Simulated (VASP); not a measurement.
Pd3I: single point with PBE+U

Pd3I:

```
I Pd
1.0
    -2.14695    2.14695    3.87591
     2.14695   -2.14695    3.87591
     2.14695    2.14695   -3.87591
I Pd
1 3
Direct
  0.00000 0.00000 0.00000
  0.50000 0.50000 0.00000
  0.25000 0.75000 0.50000
  0.75000 0.25000 0.50000
```

| Property | Result |
| --- | --- |
| Program | VASP 6.6.1 |
| Task | single point |
| Functional | PBE |
| Potentials or basis | VASP PAW PBE potentials, release 64 (I, Pd) |
| Cutoff | 520 eV |
| k mesh | 9 × 9 × 9 |
| Occupations | fermi-dirac, width 0.05 eV |
| Spin | no spin polarisation |
| Hubbard terms | Pd d U = 3.0 eV |

```json
{"Pressure": "-3.9 GPa", "Band gap on the k mesh": "zero (an odd number of electrons rules out a gap without spin polarisation)"}
```

Stress tensor (GPa, compression positive):
```
-3.78  0.00  0.00
 0.00 -3.78  0.00
 0.00  0.00 -4.13
```

Levels at points of the mesh, in eV from the Fermi level:
```
           k point  band 16  band 17  band 18  band 19  band 20  band 21  band 22  band 23
(0.00, 0.00, 0.00)    -1.24    -1.11    -0.74     0.04     0.04     5.30     5.30     5.48
```

Eigenvalues of the final occupation matrices:
| site | spin | trace | eigenvalues |
| --- | --- | --- | --- |
| site 2 d | 1 | 4.51 | 0.88 0.88 0.90 0.92 0.93 |
| site 2 d | 2 | 4.51 | 0.88 0.88 0.90 0.92 0.93 |
| site 3 d | 1 | 4.51 | 0.87 0.87 0.90 0.93 0.94 |
| site 3 d | 2 | 4.51 | 0.87 0.87 0.90 0.93 0.94 |
| site 4 d | 1 | 4.51 | 0.87 0.87 0.90 0.93 0.94 |
| site 4 d | 2 | 4.51 | 0.87 0.87 0.90 0.93 0.94 |

It took 3.4 min on 1 thread of Intel Xeon 8259CL, on a shared host, peak memory 0.32 GiB.

Caveat: the cell stands under tension; spin-orbit coupling is left out, which moves the levels of the heavy elements; an odd number of electrons without spin polarisation forces a metal; a magnetic or distorted state may lie lower; U without spin polarisation on a metal has little footing.
